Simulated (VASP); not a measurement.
# WF2 (P4_2/mnm) in VASP: single point with PBE+U

Aim: the single point of WF2 with PBE+U.

All numbers are computed with VASP 6.6.1; they aren't measurements. Logs are shortened: lines on timing, memory, paths and dates and some standing lists are left out, and cuts for length are marked.

### Step 1. The cell of the first run

It takes space group P4_2/mnm (No. 136, tetragonal). Conventional cell: a = 4.788 Å, b = 4.788 Å, c = 4.028 Å, α = 90.00°, β = 90.00°, γ = 90.00°. Within 2.8 Å of W (site symmetry mmm) lie 6 F at 2.10 to 2.39 Å. F (site symmetry m2m) has 3 W at 2.10 to 2.39 Å and 1 F at 2.58 Å within 2.8 Å.

### Step 2. Single point, PBE+U, collinear spin

The input, INCAR:

```
SYSTEM = WF2
ALGO = Normal ; EDIFF = 1E-6
ENCUT = 600 ; GGA = PE
GGA_COMPAT = .False. ; ISIF = 2
ISMEAR = 0 ; ISPIN = 2
LASPH = .True. ; LCHARG = .False.
LDAU = .True. ; LDAUJ = 0 0
LDAUL = 2 -1 ; LDAUPRINT = 1
LDAUTYPE = 2 ; LDAUU = 6.2 0
LMAXMIX = 4 ; LORBIT = 11
LREAL = .False. ; LWAVE = .False.
MAGMOM = 1 1 0 0 0 0 ; NBANDS = 41
NELM = 200 ; PREC = Accurate
SIGMA = 0.1
```

The input, KPOINTS:

```
k-points
0
Gamma
  8 8 8
  0 0 0
```

The input, POSCAR:

```
WF2
1.0
    4.7877360447      0.0000000000      0.0000000000
    0.0000000000      4.7877360447      0.0000000000
    0.0000000000      0.0000000000      4.0277209268
W F
2 4
Direct
    0.0000000000      0.0000000000      0.0000000000
    0.5000000000      0.5000000000      0.5000000000
    0.3097010678      0.3097010678      0.0000000000
    0.6902989322      0.6902989322      0.0000000000
    0.8097010678      0.1902989322      0.5000000000
    0.1902989322      0.8097010678      0.5000000000
```

Potentials or basis: VASP PAW PBE potentials, release 64 (W_sv, F).

Launch:

```bash
cat potpaw_PBE.64/W_sv/POTCAR potpaw_PBE.64/F/POTCAR > POTCAR
mpirun -np 1 vasp_std > vasp.out
```

OUTCAR:

```text
SYSTEM = WF2
   EDIFF = 1E-6
   ENCUT = 600
   GGA = PE
   ISIF = 2
   ISMEAR = 0
   ISPIN = 2
   LASPH = .True.
   LORBIT = 11
   LREAL = .False.
   NELM = 200
   PREC = Accurate

 ion  position               nearest neighbor table
   1  0.000  0.000  0.000-   3 2.10   4 2.10   5 2.39   6 2.39   5 2.39   6 2.39
   2  0.500  0.500  0.500-   5 2.10   6 2.10   3 2.39   4 2.39   3 2.39   4 2.39
   3  0.310  0.310  0.000-   1 2.10   2 2.39   2 2.39
   4  0.690  0.690  0.000-   1 2.10   2 2.39   2 2.39
   5  0.810  0.190  0.500-   2 2.10   1 2.39   1 2.39
   6  0.190  0.810  0.500-   2 2.10   1 2.39   1 2.39

  LATTYP: Found a simple tetragonal cell.
 ALAT       =     4.7877360447
 C/A-ratio  =     0.8412579326

  Lattice vectors:

 A1 = (   4.7877360447,   0.0000000000,   0.0000000000)
 A2 = (   0.0000000000,   4.7877360447,   0.0000000000)
 A3 = (   0.0000000000,   0.0000000000,   4.0277209268)

Analysis of symmetry for initial positions (statically):
=====================================================================
 Subroutine PRICEL returns:
 Original cell was already a primitive cell.

 Routine SETGRP: Setting up the symmetry group for a
 simple tetragonal supercell.

 Subroutine GETGRP returns: Found 16 space group operations
 (whereof  8 operations were pure point group operations)
 out of a pool of 16 trial point group operations.

The static configuration has the point symmetry D_2h.
 The point group associated with its full space group is D_4h.

Analysis of symmetry for dynamics (positions and initial velocities):
=====================================================================
 Subroutine PRICEL returns:
 Original cell was already a primitive cell.

 Routine SETGRP: Setting up the symmetry group for a
 simple tetragonal supercell.

 Subroutine GETGRP returns: Found 16 space group operations
 (whereof  8 operations were pure point group operations)
 out of a pool of 16 trial point group operations.

The dynamic configuration has the point symmetry D_2h.
 The point group associated with its full space group is D_4h.

Analysis of structural, dynamic, and magnetic symmetry:
=====================================================================
 Subroutine PRICEL returns:
 Original cell was already a primitive cell.

 Routine SETGRP: Setting up the symmetry group for a
 simple tetragonal supercell.

 Subroutine GETGRP returns: Found 16 space group operations
 (whereof  8 operations were pure point group operations)
 out of a pool of 16 trial point group operations.

The overall configuration has the point symmetry D_2h.
 The point group associated with its full space group is D_4h.

 Subroutine INISYM returns: Found 16 space group operations
 (whereof  8 operations are pure point group operations),
 and found     1 'primitive' translations

----------------------------------------------------------------------------------------

                                     Primitive cell

  volume of cell :      92.3251

  direct lattice vectors                    reciprocal lattice vectors
     4.787736045  0.000000000  0.000000000     0.208866987  0.000000000  0.000000000
     0.000000000  4.787736045  0.000000000     0.000000000  0.208866987  0.000000000
     0.000000000  0.000000000  4.027720927     0.000000000  0.000000000  0.248279366

  length of vectors
[... 157 lines left out ...]
  o =  0.0177  v =  0.0000  0.0000  0.0000  0.0000  0.0000  0.0000 -0.7071  0.0000 -0.7071  0.0000      0.0000  0.0000  0.0000  0.0000  0.0000  0.0000  0.0000  0.0000  0.0000  0.0000
  o =  0.0308  v =  0.0000  0.0000  0.0000  0.0000  0.0000  0.0000 -0.7071  0.0000  0.7071  0.0000      0.0000  0.0000  0.0000  0.0000  0.0000  0.0000  0.0000  0.0000  0.0000  0.0000
  o =  0.0866  v =  0.0000  0.0000  0.0000  0.0000  0.0000 -0.7981 -0.0000  0.6026  0.0000  0.0000      0.0000  0.0000  0.0000  0.0000  0.0000  0.0000  0.0000  0.0000  0.0000  0.0000
  o =  0.1105  v =  0.7060 -0.0000 -0.7082  0.0000  0.0000  0.0000  0.0000  0.0000  0.0000  0.0000      0.0000  0.0000  0.0000  0.0000  0.0000  0.0000  0.0000  0.0000  0.0000  0.0000
  o =  0.7556  v =  0.7082  0.0000  0.7060 -0.0000 -0.0000  0.0000  0.0000  0.0000  0.0000  0.0000      0.0000  0.0000  0.0000  0.0000  0.0000  0.0000  0.0000  0.0000  0.0000  0.0000
  o =  0.8281  v = -0.0000  0.7071 -0.0000 -0.7071 -0.0000  0.0000  0.0000  0.0000  0.0000  0.0000      0.0000  0.0000  0.0000  0.0000  0.0000  0.0000  0.0000  0.0000  0.0000  0.0000
  o =  0.8396  v = -0.0000 -0.0000 -0.0000 -0.0000 -1.0000  0.0000  0.0000  0.0000  0.0000  0.0000      0.0000  0.0000  0.0000  0.0000  0.0000  0.0000  0.0000  0.0000  0.0000  0.0000
  o =  0.8445  v = -0.0000  0.7071 -0.0000  0.7071 -0.0000  0.0000  0.0000  0.0000  0.0000  0.0000      0.0000  0.0000  0.0000  0.0000  0.0000  0.0000  0.0000  0.0000  0.0000  0.0000

atom =   2  type =  1  l = 2

 onsite density matrix

spin component  1

  0.4340  0.0000 -0.3226  0.0000 -0.0000
  0.0000  0.8363  0.0000 -0.0082  0.0000
 -0.3226  0.0000  0.4320  0.0000  0.0000
  0.0000 -0.0082  0.0000  0.8363  0.0000
 -0.0000  0.0000  0.0000  0.0000  0.8396

spin component  2

  0.0583  0.0000  0.0376  0.0000 -0.0000
  0.0000  0.0243  0.0000  0.0066  0.0000
  0.0376  0.0000  0.0369  0.0000  0.0000
  0.0000  0.0066  0.0000  0.0243  0.0000
 -0.0000  0.0000  0.0000  0.0000  0.0169

 occupancies and eigenvectors

  o =  0.0085  v =  0.0000  0.0000  0.0000  0.0000  0.0000 -0.6026 -0.0000  0.7981  0.0000 -0.0000      0.0000  0.0000  0.0000  0.0000  0.0000  0.0000  0.0000  0.0000  0.0000  0.0000
  o =  0.0169  v =  0.0000  0.0000  0.0000  0.0000  0.0000 -0.0000  0.0000  0.0000  0.0000  1.0000      0.0000  0.0000  0.0000  0.0000  0.0000  0.0000  0.0000  0.0000  0.0000  0.0000
  o =  0.0177  v =  0.0000  0.0000  0.0000  0.0000  0.0000  0.0000  0.7071  0.0000 -0.7071 -0.0000      0.0000  0.0000  0.0000  0.0000  0.0000  0.0000  0.0000  0.0000  0.0000  0.0000
  o =  0.0308  v =  0.0000  0.0000  0.0000  0.0000  0.0000  0.0000 -0.7071  0.0000 -0.7071  0.0000      0.0000  0.0000  0.0000  0.0000  0.0000  0.0000  0.0000  0.0000  0.0000  0.0000
  o =  0.0866  v =  0.0000  0.0000  0.0000  0.0000  0.0000 -0.7981 -0.0000 -0.6026  0.0000 -0.0000      0.0000  0.0000  0.0000  0.0000  0.0000  0.0000  0.0000  0.0000  0.0000  0.0000
  o =  0.1105  v =  0.7060  0.0000  0.7082  0.0000 -0.0000  0.0000  0.0000  0.0000  0.0000  0.0000      0.0000  0.0000  0.0000  0.0000  0.0000  0.0000  0.0000  0.0000  0.0000  0.0000
  o =  0.7556  v =  0.7082 -0.0000 -0.7060 -0.0000  0.0000  0.0000  0.0000  0.0000  0.0000  0.0000      0.0000  0.0000  0.0000  0.0000  0.0000  0.0000  0.0000  0.0000  0.0000  0.0000
  o =  0.8281  v = -0.0000 -0.7071  0.0000 -0.7071  0.0000  0.0000  0.0000  0.0000  0.0000  0.0000      0.0000  0.0000  0.0000  0.0000  0.0000  0.0000  0.0000  0.0000  0.0000  0.0000
  o =  0.8396  v = -0.0000 -0.0000  0.0000  0.0000  1.0000  0.0000  0.0000  0.0000  0.0000  0.0000      0.0000  0.0000  0.0000  0.0000  0.0000  0.0000  0.0000  0.0000  0.0000  0.0000
  o =  0.8445  v =  0.0000  0.7071 -0.0000 -0.7071  0.0000  0.0000  0.0000  0.0000  0.0000  0.0000      0.0000  0.0000  0.0000  0.0000  0.0000  0.0000  0.0000  0.0000  0.0000  0.0000

 number of electron      56.0000006 magnetization       7.9760077

 Free energy of the ion-electron system (eV)
  ---------------------------------------------------
  ext. energy  EPLUGINS =         0.00000000
  ---------------------------------------------------
  free energy    TOTEN  =       -30.25933453 eV

  energy without entropy =      -30.25402661  energy(sigma->0) =      -30.25668057

 E-fermi :   4.8219     XC(G=0):  -9.8828

 val. band max:        4.7985678301   @ k =   0.2500   0.0000   0.0000
 cond. band min:       4.8243704730   @ k =   0.5000   0.3750   0.0000
 fundamental gap:      0.0258026429
 Fermi energy:         4.8218937827

 spin component 1

 k-point     1 :       0.0000    0.0000    0.0000
  band No.  band energies     occupation
      1     -69.7773      1.00000
      2     -69.7760      1.00000
      3     -34.5365      1.00000
      4     -34.5365      1.00000
      5     -34.3746      1.00000
      6     -34.3559      1.00000
[... 2057 lines left out ...]
     39      14.9468      0.00000
     40      14.9468      0.00000

 [... further k-points ...]

 [bands above 40 left out]

------------------------ aborting loop because EDIFF is reached ----------------------------------------

  FORCE on cell =-STRESS in cart. coord.  units (eV):
  Direction    XX          YY          ZZ          XY          YZ          ZX
  --------------------------------------------------------------------------------------
  -------------------------------------------------------------------------------------
  Total        4.4909877      4.4909877      2.8752317     -0.0000000      0.0000000      0.0000000
  in kB       77.9350254     77.9350254     49.8957623     -0.0000000      0.0000000      0.0000000
  external PRESSURE =      68.5886043 kB  Pullay stress =       0.0000000 kB

 VOLUME and BASIS-vectors are now :
 -----------------------------------------------------------------------------
  energy-cutoff  :      600.00
  volume of cell :       92.33
      direct lattice vectors                 reciprocal lattice vectors
     4.787736045  0.000000000  0.000000000     0.208866987  0.000000000  0.000000000
     0.000000000  4.787736045  0.000000000     0.000000000  0.208866987  0.000000000
     0.000000000  0.000000000  4.027720927     0.000000000  0.000000000  0.248279366

 POSITION                                       TOTAL-FORCE (eV/Angst)
 -----------------------------------------------------------------------------------
      0.00000      0.00000      0.00000         0.000000      0.000000      0.000000
      2.39387      2.39387      2.01386         0.000000      0.000000      0.000000
      1.48277      1.48277      0.00000         0.518598      0.518598      0.000000
      3.30497      3.30497      0.00000        -0.518598     -0.518598     -0.000000
      3.87663      0.91110      2.01386         0.518598     -0.518598     -0.000000
      0.91110      3.87663      2.01386        -0.518598      0.518598      0.000000
 -----------------------------------------------------------------------------------
    total drift:                                0.000000     -0.000000     -0.000000

  FREE ENERGIE OF THE ION-ELECTRON SYSTEM (eV)
  ---------------------------------------------------
  free  energy   TOTEN  =       -30.2593345342 eV

  energy  without entropy=      -30.2540266110  energy(sigma->0) =      -30.25668057

 total charge

# of ion       s       p       d       tot
------------------------------------------
    1        2.174   6.079   3.499  11.751
    2        2.174   6.079   3.499  11.751
    3        1.734   4.363   0.000   6.097
    4        1.734   4.363   0.000   6.097
    5        1.734   4.363   0.000   6.097
    6        1.734   4.363   0.000   6.097
--------------------------------------------------
tot         11.283  29.609   6.998  47.890

 magnetization (x)

# of ion       s       p       d       tot
------------------------------------------
    1        0.063   0.019   3.187   3.270
    2        0.063   0.019   3.187   3.270
    3        0.009   0.036   0.000   0.045
    4        0.009   0.036   0.000   0.045
    5        0.009   0.036   0.000   0.045
    6        0.009   0.036   0.000   0.045
--------------------------------------------------
tot          0.161   0.184   6.374   6.720
```

It took 7.1 min on 1 thread of AMD EPYC 9R45 (Zen 5), shared host; peak memory 0.56 GiB.

What came out:

| Property | Result |
| --- | --- |
| Free energy | -30.2593 eV |
| Pressure | 6.9 GPa |
| Largest force | 0.733 eV/Å |
| Band gap on the k mesh | zero (filled and empty bands overlap) |
| Net moment | 7.98 μB per cell |
| Site moments | W +3.27; F +0.04 μB |
| Valence electrons inside the program's atomic spheres | W 11.75; F 6.10 |

Forces in eV/Å, atoms in the order of the input:
```
W    0.000  0.000  0.000
W    0.000  0.000  0.000
F    0.519  0.519  0.000
F   -0.519 -0.519  0.000
F    0.519 -0.519  0.000
F   -0.519  0.519  0.000
```

Levels at points of the mesh, in eV from the Fermi level:
Spin up:
| k point | band 30 | band 31 | band 32 | band 33 | band 34 | band 35 |
| --- | --- | --- | --- | --- | --- | --- |
| (0.00, 0.00, 0.00) | -1.32 | -0.60 | 0.08 | 0.08 | 2.58 | 4.69 |
| (0.50, 0.00, 0.00) | -1.78 | -0.16 | -0.16 | 1.02 | 1.02 | 4.46 |
| (0.50, 0.50, 0.00) | -1.90 | 0.03 | 0.03 | 1.43 | 1.43 | 3.50 |
| (0.00, 0.00, 0.50) | -1.89 | -1.51 | -1.51 | 2.58 | 2.58 | 4.16 |
| (0.50, 0.00, 0.50) | -1.67 | -1.51 | -1.51 | 3.23 | 3.23 | 4.23 |
| (0.50, 0.50, 0.50) | -1.97 | -1.66 | -1.66 | 3.34 | 3.34 | 4.83 |
Spin down:
```tsv
k point	band 22	band 23	band 24	band 25	band 26	band 27
(0.00, 0.00, 0.00)	-6.03	-6.03	-5.88	-0.29	3.12	4.05
(0.50, 0.00, 0.00)	-6.76	-6.02	-6.02	1.98	1.98	4.16
(0.50, 0.50, 0.00)	-6.30	-6.07	-6.07	2.51	2.51	4.31
(0.00, 0.00, 0.50)	-6.48	-6.17	-6.17	2.56	2.56	3.99
(0.50, 0.00, 0.50)	-6.39	-6.11	-6.11	3.12	3.12	3.71
(0.50, 0.50, 0.50)	-6.09	-6.03	-6.03	3.97	3.97	3.98
```

Eigenvalues of the final occupation matrices:
| site | spin | trace | eigenvalues |
| --- | --- | --- | --- |
| site 1 d | 1 | 3.38 | 0.11 0.76 0.83 0.84 0.84 |
| site 1 d | 2 | 0.16 | 0.01 0.02 0.02 0.03 0.09 |
| site 2 d | 1 | 3.38 | 0.11 0.76 0.83 0.84 0.84 |
| site 2 d | 2 | 0.16 | 0.01 0.02 0.02 0.03 0.09 |

Caveat: the cell stands under pressure; spin-orbit coupling is left out, which moves the levels of the heavy elements.
